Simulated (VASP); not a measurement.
# B4N3 (P-62m) in VASP: single point with PBE

Aim: the single point of B4N3 with PBE.

Program: VASP 6.6.1. These are calculated values, not measurements. Logs are shortened: lines on timing, memory, paths and dates and some standing lists are left out, and cuts for length are marked.

### Step 1. The cell of the first run

Symmetry: P-62m, No. 189, hexagonal system. The conventional cell has a = 4.342 Å, b = 4.342 Å, c = 5.473 Å, α = 90.00°, β = 90.00°, γ = 120.00°. B (site symmetry m2m) has 3 N at 1.45 Å within 1.9 Å. Within 4.1 Å of B (site symmetry -62m) lie 12 N at 3.09 to 3.98 Å and 12 B at 3.10 to 3.98 Å. N (site symmetry m2m) has 3 B at 1.45 Å within 1.9 Å.

### Step 2. Single point, PBE

The input, INCAR:

```
SYSTEM = B4N3
ALGO     = Normal         ! electronic algorithm
EDIFF    = 1E-6           ! SCF threshold, eV
ENCUT    = 600            ! plane-wave cutoff, eV
GGA      = PE             ! functional
GGA_COMPAT= .FALSE.      
ISIF     = 2              ! what is computed and relaxed
ISMEAR   = 0              ! smearing method
LASPH    = .TRUE.         ! aspherical terms in the spheres
LCHARG   = .FALSE.        ! write CHGCAR
LREAL    = .FALSE.        ! projectors in reciprocal space
LWAVE    = .FALSE.        ! write WAVECAR
NBANDS   = 22             ! bands
NELM     = 120            ! most SCF steps
PREC     = Accurate       ! precision mode
SIGMA    = 0.1            ! smearing width, eV
```

The input, KPOINTS:

```
k-points
0
G
  6 6 4
  0 0 0
```

The input, POSCAR:

```
B4N3
1.0
    4.3422163043      0.0000000000      0.0000000000
   -2.1711081522      3.7604696283      0.0000000000
    0.0000000000      0.0000000000      5.4727543662
B N
4 3
Direct
    0.6666418673      0.6666418673      0.5000000000
    0.0000000000      0.3333581327      0.5000000000
    0.3333581327      0.0000000000      0.5000000000
    0.0000000000      0.0000000000      0.0000000000
    0.0000000000      0.6670285210      0.5000000000
    0.6670285210      0.0000000000      0.5000000000
    0.3329714790      0.3329714790      0.5000000000
```

Potentials or basis: VASP PAW PBE potentials, release 64 (B, N).

Run with:

```
> cat potpaw_PBE.64/B/POTCAR potpaw_PBE.64/N/POTCAR > POTCAR
> mpirun -np 1 vasp_std > vasp.out
```

OUTCAR:

```text
SYSTEM = B4N3
   EDIFF = 1E-6
   ENCUT = 600
   GGA = PE
   ISIF = 2
   ISMEAR = 0
   LASPH = .TRUE.
   LREAL = .FALSE.
   NELM = 120
   PREC = Accurate

 ion  position               nearest neighbor table
   1  0.667  0.667  0.500-   5 1.45   6 1.45   7 1.45
   2  0.000  0.333  0.500-   7 1.45   6 1.45   5 1.45
   3  0.333  0.000  0.500-   5 1.45   7 1.45   6 1.45
   4  0.000  0.000  0.000-
   5  0.000  0.667  0.500-   1 1.45   3 1.45   2 1.45
   6  0.667  0.000  0.500-   2 1.45   1 1.45   3 1.45
   7  0.333  0.333  0.500-   2 1.45   3 1.45   1 1.45

  LATTYP: Found a hexagonal cell.
 ALAT       =     4.3422163043
 C/A-ratio  =     1.2603596833

  Lattice vectors:

 A1 = (   4.3422163043,   0.0000000000,   0.0000000000)
 A2 = (  -2.1711081522,   3.7604696283,   0.0000000000)
 A3 = (   0.0000000000,   0.0000000000,   5.4727543662)

Analysis of symmetry for initial positions (statically):
=====================================================================
 Subroutine PRICEL returns:
 Original cell was already a primitive cell.

 Routine SETGRP: Setting up the symmetry group for a
 hexagonal supercell.

 Subroutine GETGRP returns: Found 12 space group operations
 (whereof 12 operations were pure point group operations)
 out of a pool of 24 trial point group operations.

The static configuration has the point symmetry D_3h.

Analysis of symmetry for dynamics (positions and initial velocities):
=====================================================================
 Subroutine PRICEL returns:
 Original cell was already a primitive cell.

 Routine SETGRP: Setting up the symmetry group for a
 hexagonal supercell.

 Subroutine GETGRP returns: Found 12 space group operations
 (whereof 12 operations were pure point group operations)
 out of a pool of 24 trial point group operations.

The dynamic configuration has the point symmetry D_3h.

 Subroutine INISYM returns: Found 12 space group operations
 (whereof 12 operations are pure point group operations),
 and found     1 'primitive' translations

----------------------------------------------------------------------------------------

                                     Primitive cell

  volume of cell :      89.3634

  direct lattice vectors                    reciprocal lattice vectors
[... 95 lines left out ...]
   EDIFFG = 0.1E-04   stopping-criterion for IOM
   NSW    =      0    number of steps for IOM
   IBRION =     -1    ionic relax: 0-MD 1-quasi-New 2-CG
   NFREE  =      0    steps in history (QN), initial steepest desc. (CG)
   ISIF   =      2    stress and relaxation
   ISYM   =      2    0-nonsym 1-usesym 2-fastsym
   POTIM  = 0.5000    time-step for ionic-motion
   TEBEG  =    0.0;   TEEND  =   0.0 temperature during run
   PSTRESS=    0.0 pullay stress
   NELECT =      27.0000    total number of electrons
   NUPDOWN=      -1.0000    fix difference up-down
   EMIN   =  10.00;   EMAX   =-10.00  energy-range for DOS
   EFERMI =   0.00;   METHOD = LEGACY
   ISMEAR =     0;   SIGMA  =   0.10  broadening in eV -4-tet -1-fermi 0-gaus
   EFERMI_NEDOS =   21; number of points for ismear=-14 and -15
   IALGO  =     38    algorithm
   IMIX   =      4    mixing-type and parameters
     AMIX     =   0.40;   BMIX     =  1.00
     AMIX_MAG =   1.60;   BMIX_MAG =  1.00
  volume/ion in A,a.u.               =      12.77        86.15
  Fermi-wavevector in a.u.,A,eV,Ry     =   1.098524  2.075910 16.418901  1.206755
  Thomas-Fermi vector in A             =   2.234903
   LORBIT       =      0    0 simple, 1 ext, 2 COOP (PROOUT), +10 PAW based schemes
   GGA     = PE    functional components
   LHFCALC =     F    Hartree Fock is set to
   AEXX    =    0.0000 exact exchange contribution
   IVDW    =     0    specifies the selected vdW correction
   LEPSILON=     F    determine dielectric tensor
   LRPA    =     F    only Hartree local field effects (RPA)
 non-spin polarized calculation
 Gauss-broadening in eV      SIGMA  =   0.10
  energy-cutoff  :      600.00
  volume of cell :       89.36
 maximum number of plane-waves:      3004
 NGX is ok and might be reduce to    36
   NGX = 17   NGY = 17   NGZ = 21

 number of electron      27.0000000 magnetization

 Free energy of the ion-electron system (eV)
  ---------------------------------------------------
  ext. energy  EPLUGINS =         0.00000000
  ---------------------------------------------------
  free energy    TOTEN  =       -53.48338769 eV

  energy without entropy =      -53.47041215  energy(sigma->0) =      -53.47689992

 E-fermi :   2.4977     XC(G=0):  -8.6063

 val. band max:        2.4749433669   @ k =   0.1667   0.0000   0.5000
 cond. band min:       2.5239835635   @ k =   0.1667   0.1667   0.0000
 fundamental gap:      0.0490401966
 Fermi energy:         2.4977361500

 k-point     1 :       0.0000    0.0000    0.0000
  band No.  band energies     occupation
      1     -17.8753      2.00000
      2     -14.2213      2.00000
      3     -14.2213      2.00000
      4      -8.1589      2.00000
      5      -8.0863      2.00000
      6      -7.3806      2.00000
[... 514 lines left out ...]
     21       9.0329      0.00000
     22      10.0207      0.00000

------------------------ aborting loop because EDIFF is reached ----------------------------------------

  FORCE on cell =-STRESS in cart. coord.  units (eV):
  Direction    XX          YY          ZZ          XY          YZ          ZX
  --------------------------------------------------------------------------------------
  -------------------------------------------------------------------------------------
  Total       -0.0648582     -0.0648582      0.3796840      0.0000000      0.0000000     -0.0000000
  in kB       -1.1628287     -1.1628287      6.8072771      0.0000000      0.0000000     -0.0000000
  external PRESSURE =       1.4938732 kB  Pullay stress =       0.0000000 kB

 VOLUME and BASIS-vectors are now :
 -----------------------------------------------------------------------------
  energy-cutoff  :      600.00
  volume of cell :       89.36
      direct lattice vectors                 reciprocal lattice vectors
     4.342216304  0.000000000  0.000000000     0.230297141  0.132962116  0.000000000
    -2.171108152  3.760469628  0.000000000     0.000000000  0.265924233  0.000000000
     0.000000000  0.000000000  5.472754366     0.000000000  0.000000000  0.182723348

 POSITION                                       TOTAL-FORCE (eV/Angst)
 -----------------------------------------------------------------------------------
      1.44735      2.50689      2.73638        -0.021527     -0.037286      0.000000
     -0.72376      1.25358      2.73638        -0.021527      0.037286      0.000000
      1.44751      0.00000      2.73638         0.043054     -0.000000      0.000000
      0.00000      0.00000      0.00000        -0.000000     -0.000000      0.000000
     -1.44819      2.50834      2.73638         0.006468     -0.011203      0.000000
      2.89638      0.00000      2.73638        -0.012936     -0.000000      0.000000
      0.72292      1.25213      2.73638         0.006468      0.011203     -0.000000
 -----------------------------------------------------------------------------------
    total drift:                                0.000000      0.000000      0.000000

  FREE ENERGIE OF THE ION-ELECTRON SYSTEM (eV)
  ---------------------------------------------------
  free  energy   TOTEN  =       -53.4833876850 eV

  energy  without entropy=      -53.4704121486  energy(sigma->0) =      -53.47689992
```

It took 22 s on 1 thread of Intel Xeon 6975P-C (Granite Rapids), shared host; peak memory 0.24 GiB.

What came out:

- Free energy: -53.4834 eV
- Pressure: 0.1 GPa
- Largest force: 0.043 eV/Å
- Band gap on the k mesh: zero (an odd number of electrons rules out a gap without spin polarisation)

Forces on the atoms (eV/Å):
```
B   -0.022 -0.037  0.000
B   -0.022  0.037  0.000
B    0.043  0.000  0.000
B    0.000  0.000  0.000
N    0.006 -0.011  0.000
N   -0.013  0.000  0.000
N    0.006  0.011  0.000
```

Levels at points of the mesh, in eV from the Fermi level:
| k point | band 11 | band 12 | band 13 | band 14 | band 15 | band 16 |
| --- | --- | --- | --- | --- | --- | --- |
| (0.00, 0.00, 0.00) | -4.07 | -2.73 | -2.73 | 0.94 | 1.07 | 1.07 |
| (0.50, 0.00, 0.00) | -5.86 | -5.40 | -3.64 | -0.63 | 0.68 | 0.71 |
| (0.00, 0.00, 0.50) | -4.07 | -2.82 | -2.82 | -0.14 | 0.64 | 0.64 |
| (0.50, 0.00, 0.50) | -6.03 | -4.11 | -3.69 | 0.03 | 0.33 | 0.76 |

The gap in the log of VASP goes by the Fermi energy; the results here count the filled bands.